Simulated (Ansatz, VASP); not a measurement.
**TiNi in VASP and in Ansatz**

File INCAR:

```
PREC = Accurate
ENCUT = 520
EDIFF = 1E-6
ISMEAR = 0
SIGMA = 0.15
LREAL = False
LASPH = True
NELM = 60
ALGO = Fast
ISIF = 2
LWAVE = False
LCHARG = True
GGA = PS
LELF = True
LVHAR = True
NBANDS = 18
```

The input KPOINTS:

```
Automatic mesh
0
Gamma
  20 20 14
```

POSCAR

```
TiNi
1.0
    2.5744891909      0.0000000000      0.0000000000
    0.0000000000      2.5744891909      0.0000000000
    0.0000000000      0.0000000000      4.0442830130
Ti Ni
1 1
Direct
    0.5000000000      0.5000000000      0.5000000000
    0.0000000000      0.0000000000      0.0000000000
```

Input for Ansatz:

```yaml
crystal:
  lattice:
    - [2.5744891909, 0.0, 0.0]
    - [0.0, 2.5744891909, 0.0]
    - [0.0, 0.0, 4.044283013]
  atoms:
    - { symbol: Ti, position: [0.5, 0.5, 0.5] }
    - { symbol: Ni, position: [0.0, 0.0, 0.0] }
basis:
  ecutwfc: 420
kpoints:
  mp_grid: { grid: [20, 20, 14] }
hamiltonian:
  xc: pbesol
scf:
  occupations: { method: gaussian, width: 0.15 }
output:
  forces: true
  stress: true
  eigenvalues: true
```

Alike in both runs: task single point; functional PBEsol; k mesh 20 × 20 × 14; occupations gaussian, width 0.15 eV; no spin polarisation.

|  | VASP | Ansatz |
| --- | --- | --- |
| version | VASP 6.6.1 | Ansatz 0.2.0 |
| potentials or method | VASP PAW PBE potentials, release 64 (Ti_sv, Ni), cutoff 520 eV | scalar-relativistic, plane waves, PAW |
| valence electrons in the cell | 22 | 30 |

```csv
,VASP,Ansatz,Ansatz less VASP
gap on the k mesh at the Fermi level (eV),none,none,-
pressure (GPa),-7.3,-7.3,-0.02
"traceless stress, the component that is largest in VASP (GPa)",-13.01,-13.16,-0.156
```

VASP's potentials were made for PBE, not for PBEsol. A gap of «none» marks a metal or a gap that the smearing closes. VASP's potentials hold 22 valence electrons a cell and Ansatz's 30, so a difference there can come from the potentials and not from the codes.
